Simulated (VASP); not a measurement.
# Cu2As3 (P-3m1) in VASP: further runs

The runs below take Cu2As3 through single point, with PBE.

Program: VASP 6.6.1. These are calculated values, not measurements. Logs are shortened: lines on timing, memory, paths and dates and some standing lists are left out, and cuts for length are marked.

## Step 1: The cell of the first run

Symmetry: P-3m1, No. 164, trigonal system. The conventional cell has a = 4.084 Å, b = 4.084 Å, c = 6.131 Å, α = 90.00°, β = 90.00°, γ = 120.00°. As (site symmetry 3m) has 4 Cu at 2.50 to 2.65 Å and 6 As at 2.99 to 3.19 Å within 3.3 Å. Within 3.6 Å of As (site symmetry -3m) lie 6 Cu at 2.71 Å and 6 As at 3.19 Å. Cu (site symmetry 3m) has 7 As at 2.50 to 2.71 Å within 3.3 Å.

## Step 2: Single point, PBE

INCAR

```
PREC = Accurate
ENCUT = 520
EDIFF = 1E-7
ISMEAR = -1
SIGMA = 0.05
LREAL = False
LASPH = True
NELM = 60
ALGO = Normal
ISIF = 2
LWAVE = False
LCHARG = True
GGA = PE
LELF = True
LVHAR = True
NBANDS = 26
```

KPOINTS

```
regular mesh
0
Gamma
  8 8 5
```

POSCAR

```
Cu2As3
1.0
    4.0842034679      0.0000000000      0.0000000000
   -2.0421017340      3.5370239575      0.0000000000
    0.0000000000      0.0000000000      6.1305457052
As Cu
3 2
Direct
    0.6666666667      0.3333333333      0.6493380000
    0.3333333333      0.6666666667      0.3506620000
    0.0000000000      0.0000000000      0.0000000000
    0.6666666667      0.3333333333      0.2169690000
    0.3333333333      0.6666666667      0.7830310000
```

Potentials or basis: VASP PAW PBE potentials, release 64 (As, Cu).

On the command line:

```console
cat potpaw_PBE.64/As/POTCAR potpaw_PBE.64/Cu/POTCAR > POTCAR
mpirun -np 1 vasp_std > vasp.out
```

OUTCAR:

```text
PREC = Accurate
   ENCUT = 520
   EDIFF = 1E-7
   ISMEAR = -1
   LREAL = False
   LASPH = True
   NELM = 60
   ISIF = 2
   GGA = PE

 ion  position               nearest neighbor table
   1  0.667  0.333  0.649-   5 2.50   5 2.50   5 2.50   4 2.65
   2  0.333  0.667  0.351-   4 2.50   4 2.50   4 2.50   5 2.65
   3  0.000  0.000  0.000-   4 2.71   5 2.71   4 2.71   5 2.71   4 2.71   5 2.71
   4  0.667  0.333  0.217-   2 2.50   2 2.50   2 2.50   1 2.65   3 2.71   3 2.71   3 2.71
   5  0.333  0.667  0.783-   1 2.50   1 2.50   1 2.50   2 2.65   3 2.71   3 2.71   3 2.71

  LATTYP: Found a hexagonal cell.
 ALAT       =     4.0842034679
 C/A-ratio  =     1.5010382694

  Lattice vectors:

 A1 = (   4.0842034679,   0.0000000000,   0.0000000000)
 A2 = (  -2.0421017340,   3.5370239575,   0.0000000000)
 A3 = (   0.0000000000,   0.0000000000,   6.1305457052)

Analysis of symmetry for initial positions (statically):
=====================================================================
 Subroutine PRICEL returns:
 Original cell was already a primitive cell.

 Routine SETGRP: Setting up the symmetry group for a
 hexagonal supercell.

 Subroutine GETGRP returns: Found 12 space group operations
 (whereof 12 operations were pure point group operations)
 out of a pool of 24 trial point group operations.

The static configuration has the point symmetry D_3d.

Analysis of symmetry for dynamics (positions and initial velocities):
=====================================================================
 Subroutine PRICEL returns:
 Original cell was already a primitive cell.

 Routine SETGRP: Setting up the symmetry group for a
 hexagonal supercell.

 Subroutine GETGRP returns: Found 12 space group operations
 (whereof 12 operations were pure point group operations)
 out of a pool of 24 trial point group operations.

The dynamic configuration has the point symmetry D_3d.

 Subroutine INISYM returns: Found 12 space group operations
 (whereof 12 operations are pure point group operations),
 and found     1 'primitive' translations

----------------------------------------------------------------------------------------

                                     Primitive cell

  volume of cell :      88.5614

  direct lattice vectors                    reciprocal lattice vectors
     4.084203468  0.000000000  0.000000000     0.244845784  0.141361779  0.000000000
    -2.042101734  3.537023958  0.000000000     0.000000000  0.282723559  0.000000000
     0.000000000  0.000000000  6.130545705     0.000000000  0.000000000  0.163117616

  length of vectors
     4.084203468  4.084203468  6.130545705     0.282723559  0.282723559  0.163117616

  position of ions in fractional coordinates (direct lattice)
     0.666666667  0.333333333  0.649338000
     0.333333333  0.666666667  0.350662000
     0.000000000  0.000000000  0.000000000
     0.666666667  0.333333333  0.216969000
     0.333333333  0.666666667  0.783031000

  ion indices of the primitive-cell ions
   primitive index   ion index
                 1           1
                 2           2
                 3           3
                 4           4
                 5           5

----------------------------------------------------------------------------------------

 KPOINTS: regular mesh

Automatic generation of k-mesh.
 Grid dimensions read from file:
 generate k-points for:    8    8    5

 Generating k-lattice:

  Cartesian coordinates                     Fractional coordinates (reciprocal lattice)
     0.030605723  0.017670222  0.000000000     0.125000000  0.000000000  0.000000000
     0.000000000  0.035340445  0.000000000     0.000000000  0.125000000  0.000000000
     0.000000000  0.000000000  0.032623523     0.000000000  0.000000000  0.200000000

  Length of vectors
     0.035340445  0.035340445  0.032623523

  Shift w.r.t. Gamma in fractional coordinates (k-lattice)
     0.000000000  0.000000000  0.000000000

 Subroutine IBZKPT returns following result:
 ===========================================

 Found     40 irreducible k-points:

 Following reciprocal coordinates:
            Coordinates               Weight
  0.000000  0.000000  0.000000      1.000000
  0.125000  0.000000  0.000000      6.000000
  0.250000  0.000000  0.000000      6.000000
  0.375000  0.000000  0.000000      6.000000
  0.500000  0.000000  0.000000      3.000000
  0.125000  0.125000  0.000000      6.000000
[... 16 lines left out ...]
 -0.125000  0.500000  0.200000     12.000000
  0.250000  0.250000  0.200000     12.000000
 [... further k-points ...]
   k-points           NKPTS =     40   k-points in BZ     NKDIM =     40   number of bands    NBANDS=     26
   number of dos      NEDOS =    301   number of ions     NIONS =      5
   total plane-waves  NPLWV =  43200
   dimension x,y,z NGX =    30 NGY =   30 NGZ =   48
   dimension x,y,z NGXF=    60 NGYF=   60 NGZF=   96
   ions per type =               3   2
   NGX,Y,Z   is equivalent  to a cutoff of  12.21, 12.21, 13.02 a.u.
   NGXF,Y,Z  is equivalent  to a cutoff of  24.42, 24.42, 26.03 a.u.
 SYSTEM =  unknown system
   PREC   = accura    normal or accurate (medium, high low for compatibility)
   ISTART =      0    job   : 0-new  1-cont  2-samecut
   ICHARG =      2    charge: 1-file 2-atom 10-const
   ISPIN  =      1    spin polarized calculation?
   LNONCOLLINEAR =      F non collinear calculations
   LSORBIT =      F    spin-orbit coupling
   LASPH  =      T    aspherical Exc in radial PAW
   ENCUT  =  520.0 eV  38.22 Ry    6.18 a.u.   7.59  7.59 11.40*2*pi/ulx,y,z
   NELM   =     60;   NELMIN=  2; NELMDL= -5     # of ELM steps
   EDIFF  = 0.1E-06   stopping-criterion for ELM
   LREAL  =      F    real-space projection
   EDIFFG = 0.1E-05   stopping-criterion for IOM
   NSW    =      0    number of steps for IOM
   IBRION =     -1    ionic relax: 0-MD 1-quasi-New 2-CG
   NFREE  =      0    steps in history (QN), initial steepest desc. (CG)
   ISIF   =      2    stress and relaxation
   ISYM   =      2    0-nonsym 1-usesym 2-fastsym
   POTIM  = 0.5000    time-step for ionic-motion
   TEBEG  =    0.0;   TEEND  =   0.0 temperature during run
   PSTRESS=    0.0 pullay stress
   NELECT =      37.0000    total number of electrons
   NUPDOWN=      -1.0000    fix difference up-down
   EMIN   =  10.00;   EMAX   =-10.00  energy-range for DOS
   EFERMI =   0.00;   METHOD = LEGACY
   ISMEAR =    -1;   SIGMA  =   0.05  broadening in eV -4-tet -1-fermi 0-gaus
   EFERMI_NEDOS =   21; number of points for ismear=-14 and -15
   IALGO  =     38    algorithm
   IMIX   =      4    mixing-type and parameters
     AMIX     =   0.40;   BMIX     =  1.00
     AMIX_MAG =   1.60;   BMIX_MAG =  1.00
  volume/ion in A,a.u.               =      17.71       119.53
  Fermi-wavevector in a.u.,A,eV,Ry     =   1.223847  2.312736 20.378837  1.497802
  Thomas-Fermi vector in A             =   2.358943
   LORBIT       =      0    0 simple, 1 ext, 2 COOP (PROOUT), +10 PAW based schemes
   GGA     = PE    functional components
   LHFCALC =     F    Hartree Fock is set to
   AEXX    =    0.0000 exact exchange contribution
   IVDW    =     0    specifies the selected vdW correction
   LEPSILON=     F    determine dielectric tensor
   LRPA    =     F    only Hartree local field effects (RPA)
 non-spin polarized calculation
  energy-cutoff  :      520.00
  volume of cell :       88.56
 maximum number of plane-waves:      2404
   NGX = 15   NGY = 15   NGZ = 23

 number of electron      36.9999985 magnetization

 Free energy of the ion-electron system (eV)
  ---------------------------------------------------
  ext. energy  EPLUGINS =         0.00000000
  ---------------------------------------------------
  free energy    TOTEN  =       -20.63517679 eV

  energy without entropy =      -20.62028392  energy(sigma->0) =      -20.62773036

 E-fermi :   5.9577     XC(G=0): -10.7530

 val. band max:        5.9416793160   @ k =   0.0000   0.1250   0.4000
 cond. band min:       5.9944177752   @ k =   0.0000   0.0000   0.0000
 fundamental gap:      0.0527384592
 Fermi energy:         5.9577343694

 k-point     1 :       0.0000    0.0000    0.0000
  band No.  band energies     occupation
      1      -7.8013      2.00000
      2      -4.6865      2.00000
      3      -4.5175      2.00000
      4       1.5686      2.00000
      5       1.5686      2.00000
      6       1.6883      2.00000
[... 18 lines left out ...]
     25      11.4138      0.00000
     26      11.4865      0.00000

 k-point     2 :       0.1250    0.0000    0.0000
  band No.  band energies     occupation
      1      -7.6476      2.00000
      2      -4.6424      2.00000
      3      -4.4633      2.00000
      4       1.1438      2.00000
      5       1.3802      2.00000
      6       1.5861      2.00000
[... 18 lines left out ...]
     25      11.2047      0.00000
     26      11.4231      0.00000

 k-point     3 :       0.2500    0.0000    0.0000
  band No.  band energies     occupation
      1      -7.1996      2.00000
      2      -4.5959      2.00000
      3      -4.3588      2.00000
      4       0.3235      2.00000
      5       1.0352      2.00000
      6       1.6318      2.00000
[... 18 lines left out ...]
     25      11.9052      0.00000
     26      12.6967      0.00000

 k-point     4 :       0.3750    0.0000    0.0000
  band No.  band energies     occupation
      1      -6.5096      2.00000
      2      -4.8807      2.00000
      3      -4.2412      2.00000
      4       0.0258      2.00000
      5       0.8262      2.00000
      6       1.5097      2.00000
[... 18 lines left out ...]
     25      13.4717      0.00000
     26      13.5569      0.00000

 k-point     5 :       0.5000    0.0000    0.0000
  band No.  band energies     occupation
      1      -5.8573      2.00000
      2      -5.4221      2.00000
      3      -4.1818      2.00000
      4       0.4575      2.00000
      5       0.5482      2.00000
      6       0.8842      2.00000
[... 18 lines left out ...]
     25      13.5715      0.00000
     26      14.8222      0.00000

 k-point     6 :       0.1250    0.1250    0.0000
  band No.  band energies     occupation
      1      -7.3465      2.00000
      2      -4.5788      2.00000
      3      -4.4000      2.00000
      4       0.6230      2.00000
      5       0.9668      2.00000
      6       1.6877      2.00000
[... 427 lines left out ...]
 k-point    21 :      -0.1250    0.3750    0.2000
  band No.  band energies     occupation
      1      -6.6719      2.00000
      2      -5.0276      2.00000
      3      -4.1388      2.00000
      4       0.5152      2.00000
      5       0.9481      2.00000
      6       1.2530      2.00000
[... 18 lines left out ...]
     25      11.5760      0.00000
     26      12.9866      0.00000

 k-point    22 :       0.3750    0.1250    0.2000
  band No.  band energies     occupation
      1      -5.9125      2.00000
      2      -5.2761      2.00000
      3      -4.2336      2.00000
      4      -0.4921      2.00000
      5       0.9274      2.00000
      6       1.4132      2.00000
[... 18 lines left out ...]
     25      12.7230      0.00000
     26      13.9097      0.00000

 k-point    23 :      -0.1250    0.5000    0.2000
  band No.  band energies     occupation
      1      -5.9887      2.00000
      2      -4.9096      2.00000
      3      -4.6144      2.00000
      4       0.0292      2.00000
      5       0.7201      2.00000
      6       1.3017      2.00000
[... 18 lines left out ...]
     25      12.9284      0.00000
     26      13.5810      0.00000

 k-point    24 :       0.2500    0.2500    0.2000
  band No.  band energies     occupation
      1      -6.0386      2.00000
      2      -4.9525      2.00000
      3      -4.4547      2.00000
      4      -0.0912      2.00000
      5       0.8779      2.00000
      6       1.1179      2.00000
[... 18 lines left out ...]
     25      12.8416      0.00000
     26      13.7917      0.00000

 [... further k-points ...]
[... 5 lines left out ...]
  --------------------------------------------------------------------------------------
  -------------------------------------------------------------------------------------
  Total       -0.5015470     -0.5015470     -0.2085510      0.0000000      0.0000000      0.0000000
  in kB       -9.0735596     -9.0735596     -3.7729257      0.0000000      0.0000000      0.0000000
  external PRESSURE =      -7.3066816 kB  Pullay stress =       0.0000000 kB

 VOLUME and BASIS-vectors are now :
 -----------------------------------------------------------------------------
  energy-cutoff  :      520.00
  volume of cell :       88.56
      direct lattice vectors                 reciprocal lattice vectors
     4.084203468  0.000000000  0.000000000     0.244845784  0.141361779  0.000000000
    -2.042101734  3.537023958  0.000000000     0.000000000  0.282723559  0.000000000
     0.000000000  0.000000000  6.130545705     0.000000000  0.000000000  0.163117616

 POSITION                                       TOTAL-FORCE (eV/Angst)
 -----------------------------------------------------------------------------------
      2.04210      1.17901      3.98080         0.000000     -0.000000     -0.035372
     -0.00000      2.35802      2.14975        -0.000000      0.000000      0.035372
      0.00000      0.00000      0.00000         0.000000      0.000000      0.000000
      2.04210      1.17901      1.33014        -0.000000      0.000000     -0.025660
     -0.00000      2.35802      4.80041         0.000000     -0.000000      0.025660
 -----------------------------------------------------------------------------------
    total drift:                                0.000000      0.000000      0.000000

  FREE ENERGIE OF THE ION-ELECTRON SYSTEM (eV)
  ---------------------------------------------------
  free  energy   TOTEN  =       -20.6351767917 eV

  energy  without entropy=      -20.6202839197  energy(sigma->0) =      -20.62773036
```

It took 1.9 min on 1 thread of Intel Xeon Platinum 8259CL at 2.50GHz (Skylake/Cascade Lake), shared host; peak memory 0.24 GiB.

Results:

```
Free energy   : -20.6352 eV
Pressure      : -0.7 GPa
Largest force : 0.035 eV/Å
```

Forces in eV/Å, atoms in the order of the input:
```
As   0.000  0.000 -0.035
As   0.000  0.000  0.035
As   0.000  0.000  0.000
Cu   0.000  0.000 -0.026
Cu   0.000  0.000  0.026
```

Levels at points of the mesh, in eV from the Fermi level:
| k point | band 16 | band 17 | band 18 | band 19 | band 20 | band 21 |
| --- | --- | --- | --- | --- | --- | --- |
| (0.00, 0.00, 0.00) | -0.80 | -0.80 | 0.04 | 0.04 | 1.22 | 1.22 |
| (0.50, 0.00, 0.00) | -2.70 | -2.61 | -0.04 | 0.11 | 0.65 | 1.04 |

## Step 3: Single point, PBE

This run uses another cell than the first one, of 18.06 Å³/atom, 1.020 times its volume.

INCAR

```
SYSTEM = Cu2As3
ALGO     = Normal         ! electronic algorithm
EDIFF    = 1E-7           ! SCF threshold, eV
ENCUT    = 520            ! plane-wave cutoff, eV
GGA      = PE             ! functional
ISIF     = 2              ! what is computed and relaxed
ISMEAR   = -1             ! smearing method
LASPH    = .True.         ! aspherical terms in the spheres
LCHARG   = .False.        ! write CHGCAR
LREAL    = .False.        ! projectors in reciprocal space
LWAVE    = .False.        ! write WAVECAR
NBANDS   = 26             ! bands
NELM     = 60             ! most SCF steps
PREC     = Accurate       ! precision mode
SIGMA    = 0.05           ! smearing width, eV
```

KPOINTS

```
k-points
0
Gamma
  8 8 5
  0 0 0
```

POSCAR, as its differences from that of step 2:

```diff
@@ -2,5 +2,5 @@
 1.0
-    4.0842034679      0.0000000000      0.0000000000
-   -2.0421017340      3.5370239575      0.0000000000
-    0.0000000000      0.0000000000      6.1305457052
+    4.1107250128      0.0000000000      0.0000000000
+   -2.0553625064      3.5599922891      0.0000000000
+    0.0000000000      0.0000000000      6.1703555591
 As Cu
```

Potentials or basis: VASP PAW PBE potentials, release 64 (As, Cu).

On the command line:

```console
cat potpaw_PBE.64/As/POTCAR potpaw_PBE.64/Cu/POTCAR > POTCAR
mpirun -np 1 vasp_std > vasp.out
```

Run time: 1.8 min. Hardware: 1 thread of Intel Xeon Platinum 8259CL at 2.50GHz (Skylake/Cascade Lake), shared host; peak memory 0.25 GiB.

Results (log left out):

| Quantity | Value |
| --- | --- |
| Free energy | -20.6186 eV |
| Pressure | -2.4 GPa |
| Largest force | 0.028 eV/Å |

Forces in eV/Å, atoms in the order of the input:
```
As   0.000  0.000 -0.028
As   0.000  0.000  0.028
As   0.000  0.000  0.000
Cu   0.000  0.000  0.009
Cu   0.000  0.000 -0.009
```

Stress tensor (GPa, compression positive):
```
-2.55  0.00  0.00
 0.00 -2.55  0.00
 0.00  0.00 -2.00
```

Levels at points of the mesh, in eV from the Fermi level:
```tsv
k point	band 15	band 16	band 17	band 18	band 19	band 20	band 21	band 22
(0.00, 0.00, 0.00)	-1.43	-0.77	-0.77	0.05	0.05	1.20	1.20	1.77
(0.50, 0.00, 0.00)	-3.03	-2.65	-2.57	-0.02	0.11	0.62	1.03	1.21
```
